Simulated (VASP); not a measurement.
# LaSiRu (P4/nmm) in VASP: notebook

LaSiRu is run at these levels: LDA; tasks: single point.

Program: VASP 6.6.1. These are calculated values, not measurements. Logs are shortened: lines on timing, memory, paths and dates and some standing lists are left out, and cuts for length are marked.

**1. The cell of the first run**

The structure is tetragonal, space group P4/nmm (No. 129). The conventional cell has a = 4.182 Å, b = 4.182 Å, c = 6.954 Å, α = 90.00°, β = 90.00°, γ = 90.00°. La (site symmetry 4mm) has 4 Ru at 3.05 Å and 6 Si at 3.14 to 3.55 Å and 4 La at 3.87 Å within 4.0 Å. Si (site symmetry 4mm) has 4 Ru at 2.40 Å and 4 La at 3.14 Å within 3.2 Å. Within 3.2 Å of Ru (site symmetry -4m2) lie 4 Si at 2.40 Å and 4 Ru at 2.96 Å and 4 La at 3.05 Å.

**2. Single point, LDA**

The input, INCAR:

```
PREC     = Accurate       # precision mode
ENCUT    = 520            # plane-wave cutoff, eV
EDIFF    = 1E-7           # SCF threshold, eV
ISMEAR   = -1             # smearing method
SIGMA    = 0.05           # smearing width, eV
LREAL    = False          # projectors in reciprocal space
LASPH    = True           # aspherical terms in the spheres
NELM     = 100            # most SCF steps
ALGO     = Normal         # electronic algorithm
ISIF     = 2              # what is computed and relaxed
LWAVE    = False          # write WAVECAR
LCHARG   = False          # write CHGCAR
GGA      = CA             # functional
NBANDS   = 38             # bands
```

The input, KPOINTS:

```
Automatic mesh
0
Gamma
  8 8 5
```

The input, POSCAR:

```
LaSiRu
1.0
    4.1816048253      0.0000000000      0.0000000000
    0.0000000000      4.1816048253      0.0000000000
    0.0000000000      0.0000000000      6.9539744411
La Si Ru
2 2 2
Direct
    0.5000000000      0.0000000000      0.6798629394
    0.0000000000      0.5000000000      0.3201370606
    0.5000000000      0.0000000000      0.1690698531
    0.0000000000      0.5000000000      0.8309301469
    0.0000000000      0.0000000000      0.0000000000
    0.5000000000      0.5000000000      0.0000000000
```

Potentials or basis: VASP PAW LDA potentials, release 64 (La, Si, Ru_pv).

The run is started by

```
$ cat potpaw_LDA.64/La/POTCAR potpaw_LDA.64/Si/POTCAR potpaw_LDA.64/Ru_pv/POTCAR > POTCAR
$ mpirun -np 1 vasp_std > vasp.out
```

OUTCAR:

```text
PREC = Accurate
   ENCUT = 520
   EDIFF = 1E-7
   ISMEAR = -1
   LREAL = False
   LASPH = True
   NELM = 100
   ISIF = 2
   GGA = CA

 ion  position               nearest neighbor table
   1  0.500  0.000  0.680-   5 3.05   6 3.05   6 3.05   5 3.05   4 3.14   4 3.14   4 3.14   4 3.14
                             3 3.40
   2  0.000  0.500  0.320-   5 3.05   6 3.05   5 3.05   6 3.05   3 3.14   3 3.14   3 3.14   3 3.14
                             4 3.40
   3  0.500  0.000  0.169-   5 2.40   6 2.40   6 2.40   5 2.40   2 3.14   2 3.14   2 3.14   2 3.14
                             1 3.40
   4  0.000  0.500  0.831-   5 2.40   6 2.40   5 2.40   6 2.40   1 3.14   1 3.14   1 3.14   1 3.14
                             2 3.40
   5  0.000  0.000  0.000-   3 2.40   4 2.40   4 2.40   3 2.40   6 2.96   6 2.96   6 2.96   6 2.96
                             1 3.05   2 3.05   2 3.05   1 3.05
   6  0.500  0.500  0.000-   3 2.40   4 2.40   3 2.40   4 2.40   5 2.96   5 2.96   5 2.96   5 2.96
                             2 3.05   1 3.05   2 3.05   1 3.05

  LATTYP: Found a simple tetragonal cell.
 ALAT       =     4.1816048253
 C/A-ratio  =     1.6629917775

  Lattice vectors:

 A1 = (   4.1816048253,   0.0000000000,   0.0000000000)
 A2 = (   0.0000000000,   4.1816048253,   0.0000000000)
 A3 = (   0.0000000000,   0.0000000000,   6.9539744411)

Analysis of symmetry for initial positions (statically):
=====================================================================
 Subroutine PRICEL returns:
 Original cell was already a primitive cell.

 Routine SETGRP: Setting up the symmetry group for a
 simple tetragonal supercell.

 Subroutine GETGRP returns: Found 16 space group operations
 (whereof  8 operations were pure point group operations)
 out of a pool of 16 trial point group operations.

The static configuration has the point symmetry D_2d.
 The point group associated with its full space group is D_4h.

Analysis of symmetry for dynamics (positions and initial velocities):
=====================================================================
 Subroutine PRICEL returns:
 Original cell was already a primitive cell.

 Routine SETGRP: Setting up the symmetry group for a
 simple tetragonal supercell.

 Subroutine GETGRP returns: Found 16 space group operations
 (whereof  8 operations were pure point group operations)
 out of a pool of 16 trial point group operations.

The dynamic configuration has the point symmetry D_2d.
 The point group associated with its full space group is D_4h.

 Subroutine INISYM returns: Found 16 space group operations
 (whereof  8 operations are pure point group operations),
 and found     1 'primitive' translations

----------------------------------------------------------------------------------------

                                     Primitive cell

  volume of cell :     121.5959

  direct lattice vectors                    reciprocal lattice vectors
     4.181604825  0.000000000  0.000000000     0.239142636  0.000000000  0.000000000
     0.000000000  4.181604825  0.000000000     0.000000000  0.239142636  0.000000000
     0.000000000  0.000000000  6.953974441     0.000000000  0.000000000  0.143802657

  length of vectors
     4.181604825  4.181604825  6.953974441     0.239142636  0.239142636  0.143802657

  position of ions in fractional coordinates (direct lattice)
     0.500000000  0.000000000  0.679862939
     0.000000000  0.500000000  0.320137061
     0.500000000  0.000000000  0.169069853
     0.000000000  0.500000000  0.830930147
     0.000000000  0.000000000  0.000000000
     0.500000000  0.500000000  0.000000000

  ion indices of the primitive-cell ions
   primitive index   ion index
                 1           1
                 2           2
                 3           3
                 4           4
                 5           5
                 6           6

----------------------------------------------------------------------------------------

 KPOINTS: Automatic mesh

Automatic generation of k-mesh.
 Grid dimensions read from file:
 generate k-points for:    8    8    5

 Generating k-lattice:

  Cartesian coordinates                     Fractional coordinates (reciprocal lattice)
     0.029892829  0.000000000  0.000000000     0.125000000  0.000000000  0.000000000
     0.000000000  0.029892829  0.000000000     0.000000000  0.125000000  0.000000000
     0.000000000  0.000000000  0.028760531     0.000000000  0.000000000  0.200000000

  Length of vectors
     0.029892829  0.029892829  0.028760531

  Shift w.r.t. Gamma in fractional coordinates (k-lattice)
     0.000000000  0.000000000  0.000000000

 Subroutine IBZKPT returns following result:
 ===========================================

 Found     45 irreducible k-points:

 Following reciprocal coordinates:
            Coordinates               Weight
  0.000000  0.000000  0.000000      1.000000
  0.125000  0.000000  0.000000      4.000000
  0.250000  0.000000  0.000000      4.000000
  0.375000  0.000000  0.000000      4.000000
  0.500000  0.000000  0.000000      2.000000
  0.125000  0.125000  0.000000      4.000000
[... 16 lines left out ...]
  0.375000  0.125000  0.200000     16.000000
  0.500000  0.125000  0.200000      8.000000
 [... further k-points ...]
   k-points           NKPTS =     45   k-points in BZ     NKDIM =     45   number of bands    NBANDS=     38
   number of dos      NEDOS =    301   number of ions     NIONS =      6
   total plane-waves  NPLWV =  55296
   dimension x,y,z NGX =    32 NGY =   32 NGZ =   54
   dimension x,y,z NGXF=    64 NGYF=   64 NGZF=  108
   ions per type =               2   2   2
   NGX,Y,Z   is equivalent  to a cutoff of  12.72, 12.72, 12.91 a.u.
   NGXF,Y,Z  is equivalent  to a cutoff of  25.44, 25.44, 25.82 a.u.
 SYSTEM =  unknown system
   PREC   = accura    normal or accurate (medium, high low for compatibility)
   ISTART =      0    job   : 0-new  1-cont  2-samecut
   ICHARG =      2    charge: 1-file 2-atom 10-const
   ISPIN  =      1    spin polarized calculation?
   LNONCOLLINEAR =      F non collinear calculations
   LSORBIT =      F    spin-orbit coupling
   LASPH  =      T    aspherical Exc in radial PAW
   ENCUT  =  520.0 eV  38.22 Ry    6.18 a.u.   7.78  7.78 12.93*2*pi/ulx,y,z
   NELM   =    100;   NELMIN=  2; NELMDL= -5     # of ELM steps
   EDIFF  = 0.1E-06   stopping-criterion for ELM
   LREAL  =      F    real-space projection
   EDIFFG = 0.1E-05   stopping-criterion for IOM
   NSW    =      0    number of steps for IOM
   IBRION =     -1    ionic relax: 0-MD 1-quasi-New 2-CG
   NFREE  =      0    steps in history (QN), initial steepest desc. (CG)
   ISIF   =      2    stress and relaxation
   ISYM   =      2    0-nonsym 1-usesym 2-fastsym
   POTIM  = 0.5000    time-step for ionic-motion
   TEBEG  =    0.0;   TEEND  =   0.0 temperature during run
   PSTRESS=    0.0 pullay stress
   NELECT =      58.0000    total number of electrons
   NUPDOWN=      -1.0000    fix difference up-down
   EMIN   =  10.00;   EMAX   =-10.00  energy-range for DOS
   EFERMI =   0.00;   METHOD = LEGACY
   ISMEAR =    -1;   SIGMA  =   0.05  broadening in eV -4-tet -1-fermi 0-gaus
   EFERMI_NEDOS =   21; number of points for ismear=-14 and -15
   IALGO  =     38    algorithm
   IMIX   =      4    mixing-type and parameters
     AMIX     =   0.40;   BMIX     =  1.00
     AMIX_MAG =   1.60;   BMIX_MAG =  1.00
  volume/ion in A,a.u.               =      20.27       136.76
  Fermi-wavevector in a.u.,A,eV,Ry     =   1.279120  2.417185 22.261129  1.636147
  Thomas-Fermi vector in A             =   2.411623
   LORBIT       =      0    0 simple, 1 ext, 2 COOP (PROOUT), +10 PAW based schemes
   GGA     = CA    functional components
   LHFCALC =     F    Hartree Fock is set to
   AEXX    =    0.0000 exact exchange contribution
   IVDW    =     0    specifies the selected vdW correction
   LEPSILON=     F    determine dielectric tensor
   LRPA    =     F    only Hartree local field effects (RPA)
 non-spin polarized calculation
  energy-cutoff  :      520.00
  volume of cell :      121.60
 maximum number of plane-waves:      3288
 NGX is ok and might be reduce to    32
   NGX = 15   NGY = 15   NGZ = 25

 number of electron      57.9999991 magnetization

 Free energy of the ion-electron system (eV)
  ---------------------------------------------------
  ext. energy  EPLUGINS =         0.00000000
  ---------------------------------------------------
  free energy    TOTEN  =       -49.25989392 eV

  energy without entropy =      -49.22580839  energy(sigma->0) =      -49.24285115

 E-fermi :   9.6470     XC(G=0): -11.3294

 val. band max:        9.6177617171   @ k =   0.2500   0.2500   0.0000
 cond. band min:       9.6472475626   @ k =   0.2500   0.2500   0.4000
 fundamental gap:      0.0294858455
 Fermi energy:         9.6469649673

 k-point     1 :       0.0000    0.0000    0.0000
  band No.  band energies     occupation
      1     -32.5877      2.00000
      2     -32.5877      2.00000
      3     -32.3764      2.00000
      4     -32.3764      2.00000
      5     -32.3493      2.00000
      6     -32.2944      2.00000
[... 30 lines left out ...]
     37      11.7279      0.00000
     38      11.8336      0.00000

 k-point     2 :       0.1250    0.0000    0.0000
  band No.  band energies     occupation
      1     -32.5806      2.00000
      2     -32.5798      2.00000
      3     -32.3854      2.00000
      4     -32.3846      2.00000
      5     -32.3470      2.00000
      6     -32.2963      2.00000
[... 30 lines left out ...]
     37      11.8656      0.00000
     38      11.9103      0.00000

 k-point     3 :       0.2500    0.0000    0.0000
  band No.  band energies     occupation
      1     -32.5600      2.00000
      2     -32.5571      2.00000
      3     -32.4107      2.00000
      4     -32.4077      2.00000
      5     -32.3407      2.00000
      6     -32.3019      2.00000
[... 30 lines left out ...]
     37      11.8906      0.00000
[... 781 lines left out ...]
 k-point    23 :       0.3750    0.1250    0.2000
  band No.  band energies     occupation
      1     -32.5695      2.00000
      2     -32.4953      2.00000
      3     -32.4760      2.00000
      4     -32.4008      2.00000
      5     -32.3305      2.00000
      6     -32.3111      2.00000
[... 30 lines left out ...]
     37      11.9156      0.00000
     38      12.0371      0.00000

 k-point    24 :       0.5000    0.1250    0.2000
  band No.  band energies     occupation
      1     -32.5368      2.00000
      2     -32.5368      2.00000
      3     -32.4350      2.00000
      4     -32.4350      2.00000
      5     -32.3207      2.00000
      6     -32.3207      2.00000
[... 30 lines left out ...]
     37      11.9571      0.00000
     38      11.9580      0.00000

 [... further k-points ...]

------------------------ aborting loop because EDIFF is reached ----------------------------------------

  FORCE on cell =-STRESS in cart. coord.  units (eV):
  Direction    XX          YY          ZZ          XY          YZ          ZX
  --------------------------------------------------------------------------------------
  -------------------------------------------------------------------------------------
  Total        0.1971232      0.1971232      0.0774640      0.0000000      0.0000000     -0.0000000
  in kB        2.5973433      2.5973433      1.0206838      0.0000000      0.0000000     -0.0000000
  external PRESSURE =       2.0717901 kB  Pullay stress =       0.0000000 kB

 VOLUME and BASIS-vectors are now :
 -----------------------------------------------------------------------------
  energy-cutoff  :      520.00
  volume of cell :      121.60
      direct lattice vectors                 reciprocal lattice vectors
     4.181604825  0.000000000  0.000000000     0.239142636  0.000000000  0.000000000
     0.000000000  4.181604825  0.000000000     0.000000000  0.239142636  0.000000000
     0.000000000  0.000000000  6.953974441     0.000000000  0.000000000  0.143802657

 POSITION                                       TOTAL-FORCE (eV/Angst)
 -----------------------------------------------------------------------------------
      2.09080      0.00000      4.72775         0.000000      0.000000     -0.012118
      0.00000      2.09080      2.22622         0.000000     -0.000000      0.012118
      2.09080      0.00000      1.17571         0.000000      0.000000      0.040058
      0.00000      2.09080      5.77827         0.000000     -0.000000     -0.040058
      0.00000      0.00000      0.00000         0.000000     -0.000000      0.000000
      2.09080      2.09080      0.00000        -0.000000     -0.000000      0.000000
 -----------------------------------------------------------------------------------
    total drift:                                0.000000     -0.000000     -0.000000

  FREE ENERGIE OF THE ION-ELECTRON SYSTEM (eV)
  ---------------------------------------------------
  free  energy   TOTEN  =       -49.2598939151 eV

  energy  without entropy=      -49.2258083948  energy(sigma->0) =      -49.24285115
```

Run time: 1.8 min. Hardware: 1 thread of Intel Xeon 6975P-C (Granite Rapids), shared host; peak memory 0.33 GiB.

What came out:

* Free energy: -49.2599 eV
* Pressure: 0.2 GPa
* Largest force: 0.040 eV/Å
* Band gap on the k mesh: zero (bands 29 and 30 overlap by 0.96 eV)

Forces in eV/Å, atoms in the order of the input:
```
La   0.000  0.000 -0.012
La   0.000  0.000  0.012
Si   0.000  0.000  0.040
Si   0.000  0.000 -0.040
Ru   0.000  0.000  0.000
Ru   0.000  0.000  0.000
```

Levels at points of the mesh, in eV from the Fermi level:
| k point | band 26 | band 27 | band 28 | band 29 | band 30 | band 31 | band 32 | band 33 |
| --- | --- | --- | --- | --- | --- | --- | --- | --- |
| (0.00, 0.00, 0.00) | -0.45 | -0.27 | -0.05 | 0.37 | 0.65 | 0.81 | 1.18 | 1.76 |
| (0.50, 0.00, 0.00) | -2.13 | -1.23 | -1.23 | -0.45 | -0.45 | 1.16 | 1.16 | 1.89 |
| (0.50, 0.50, 0.00) | -1.25 | -0.97 | -0.97 | -0.22 | -0.22 | 0.54 | 0.54 | 1.81 |

Caveat: spin-orbit coupling is left out, which moves the levels of the heavy elements.

**3. Single point, LDA**

The input, INCAR:

```
SYSTEM = LaSiRu
  PREC = Accurate
  ENCUT = 520
  EDIFF = 1E-6
  ISMEAR = -1
  SIGMA = 0.05
  LREAL = .False.
  LASPH = .True.
  NELM = 100
  ALGO = Normal
  ISIF = 2
  LWAVE = .False.
  LCHARG = .True.
  LELF = .True.
  LVHAR = .True.
  NBANDS = 38
```

The input, KPOINTS:

```
regular mesh
0
Gamma
  8 8 5
  0 0 0
```

POSCAR is that of step 2.

Potentials or basis: VASP PAW LDA potentials, release 64 (La, Si, Ru_pv).

The run is started by

```
$ cat potpaw_LDA.64/La/POTCAR potpaw_LDA.64/Si/POTCAR potpaw_LDA.64/Ru_pv/POTCAR > POTCAR
$ mpirun -np 1 vasp_std > vasp.out
```

It took 1.7 min on 1 thread of Intel Xeon 6975P-C (Granite Rapids), shared host; peak memory 0.33 GiB.

The run converged. Its results:

| Quantity | Value |
| --- | --- |
| Free energy | -49.2599 eV |
| Pressure | 0.2 GPa |
| Largest force | 0.040 eV/Å |
| Band gap on the k mesh | zero (bands 29 and 30 overlap by 0.96 eV) |

Forces in eV/Å, atoms in the order of the input:
```
La   0.000  0.000 -0.012
La   0.000  0.000  0.012
Si   0.000  0.000  0.040
Si   0.000  0.000 -0.040
Ru   0.000  0.000  0.000
Ru   0.000  0.000  0.000
```

Stress tensor (GPa, compression positive):
```
0.26 0.00 0.00
0.00 0.26 0.00
0.00 0.00 0.10
```

Levels at points of the mesh, in eV from the Fermi level:
```tsv
k point	band 25	band 26	band 27	band 28	band 29	band 30	band 31	band 32	band 33	band 34
(0.00, 0.00, 0.00)	-0.45	-0.45	-0.27	-0.05	0.37	0.65	0.81	1.18	1.76	1.76
(0.50, 0.00, 0.00)	-2.13	-2.13	-1.23	-1.23	-0.45	-0.45	1.16	1.16	1.89	1.89
(0.50, 0.50, 0.00)	-1.25	-1.25	-0.97	-0.97	-0.22	-0.22	0.54	0.54	1.81	1.81
```

Caveat: spin-orbit coupling is left out, which moves the levels of the heavy elements.

The gap in the log of VASP goes by the Fermi energy; the results here count the filled bands.